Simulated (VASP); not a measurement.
Input of a VASP 6.6.1 run:

The input POSCAR:

```
SiC
1.0
    0.0000000000      2.1781449820      2.1781449820
    2.1781449820      0.0000000000      2.1781449820
    2.1781449820      2.1781449820      0.0000000000
Si C
1 1
Direct
   -0.0631240300      0.1151658864     -0.1928481309
    0.8131240300      0.6348341136      0.9428481309
```

Contents of INCAR.step1:

```
ALGO = Normal
EDIFF = 1E-4
ENCUT = 520
GGA = PE
ISMEAR = 0
LASPH = True
LCHARG = False
LREAL = False
LWAVE = True
NBANDS = 11
NELM = 60
PREC = Accurate
SIGMA = 0.05
```

INCAR.step2

```
ALGO = Normal
EDIFF = 1E-6
ENCUT = 520
ISIF = 2
ISMEAR = 0
ISTART = 1
LASPH = True
LCHARG = False
LMIXTAU = True
LREAL = False
LWAVE = False
METAGGA = R2SCAN
NBANDS = 11
NELM = 60
PREC = Accurate
SIGMA = 0.05
```

File KPOINTS:

```
k-points
0
Gamma
  8 8 8
```

Potentials or basis: VASP PAW PBE potentials, release 64 (Si, C).

Command:

```bash
$ cat potpaw_PBE.64/Si/POTCAR potpaw_PBE.64/C/POTCAR > POTCAR
$ cp INCAR.step1 INCAR
$ mpirun -np 1 vasp_std > vasp.out
$ cp INCAR.step2 INCAR
$ mpirun -np 1 vasp_std > vasp.out
```

(1) Predict the band gap on the k mesh.

(2) Predict the largest force.

(3) Predict the pressure.

Results:

(1) zero (band 4 reaches 9.61 eV, above the bottom of band 5 at 7.77 eV).

(2) 8.417 eV/Å.

(3) 49.6 GPa.

Caveat: the cell differs from its parent crystal (atoms moved at random); the PAW data sets were made with another functional, which shifts forces and pressure a little.
